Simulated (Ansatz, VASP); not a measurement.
# Two plane-wave programs on SiC

The input POSCAR:

```
SiC
1.0
    0.0000000000      2.1733333276      2.1733333276
    2.1733333276      0.0000000000      2.1733333276
    2.1733333276      2.1733333276      0.0000000000
Si C
1 1
Direct
    0.0000000000      0.0000000000      0.0000000000
    0.7500000000      0.7500000000      0.7500000000
```

Contents of INCAR.step1:

```
PREC     = Accurate       # precision mode
ENCUT    = 520            # plane-wave cutoff, eV
ISMEAR   = 0              # smearing method
SIGMA    = 0.05           # smearing width, eV
LREAL    = F              # projectors in reciprocal space
LASPH    = T              # aspherical terms in the spheres
NELM     = 80             # most SCF steps
NBANDS   = 11             # bands
GGA      = PE             # functional
ALGO     = Normal         # electronic algorithm
EDIFF    = 1E-4           # SCF threshold, eV
LWAVE    = T              # write WAVECAR
LCHARG   = F              # write CHGCAR
```

The input INCAR.step2:

```
PREC     = Accurate       # precision mode
ENCUT    = 520            # plane-wave cutoff, eV
EDIFF    = 1E-6           # SCF threshold, eV
ISMEAR   = 0              # smearing method
SIGMA    = 0.05           # smearing width, eV
LREAL    = F              # projectors in reciprocal space
LASPH    = T              # aspherical terms in the spheres
NELM     = 80             # most SCF steps
ALGO     = Normal         # electronic algorithm
ISIF     = 2              # what is computed and relaxed
LWAVE    = F              # write WAVECAR
LCHARG   = F              # write CHGCAR
METAGGA  = R2SCAN         # meta-GGA
LMIXTAU  = T            
IVDW     = 13             # dispersion correction
VDW_S6   = 1.0          
VDW_S8   = 0.6018749    
VDW_A1   = 0.51559235   
VDW_A2   = 5.77342911   
NBANDS   = 11             # bands
ISTART   = 1
```

Contents of KPOINTS:

```
regular mesh
0
Gamma
  10 10 10
```

Input for Ansatz:

```yaml
crystal:
  lattice:
    - [0.0, 2.1733333276, 2.1733333276]
    - [2.1733333276, 0.0, 2.1733333276]
    - [2.1733333276, 2.1733333276, 0.0]
  atoms:
    - { symbol: Si, position: [0.0, 0.0, 0.0] }
    - { symbol: C, position: [0.75, 0.75, 0.75] }
basis:
  ecutwfc: 500
  ecutrho_ratio: 4
kpoints:
  mp_grid: { grid: [10, 10, 10] }
hamiltonian:
  xc: r2scan
  dispersion: d4
scf:
  occupations: { method: gaussian, width: 0.05 }
output:
  forces: true
  stress: true
  eigenvalues: true
```

Alike in both runs: task single point; functional r2SCAN; dispersion D4; k mesh 10 × 10 × 10; occupations gaussian, width 0.05 eV; no spin polarisation.

|  | VASP | Ansatz |
| --- | --- | --- |
| version | VASP 6.6.1 | Ansatz 0.2.0 |
| potentials or method | VASP PAW PBE potentials, release 64 (Si, C), cutoff 520 eV | scalar-relativistic, plane waves, PAW |
| valence electrons in the cell | 8 | 8 |

|  | VASP | Ansatz | Ansatz less VASP |
| --- | --- | --- | --- |
| gap on the k mesh at the Fermi level (eV) | 1.72 | 1.71 | -0.011 |
| least direct gap on the mesh (eV) | 5.07 | 5.06 | -0.013 |
| pressure (GPa) | -0.2 | 0.0 | +0.18 |

VASP's potentials were made for PBE, not for r2SCAN.
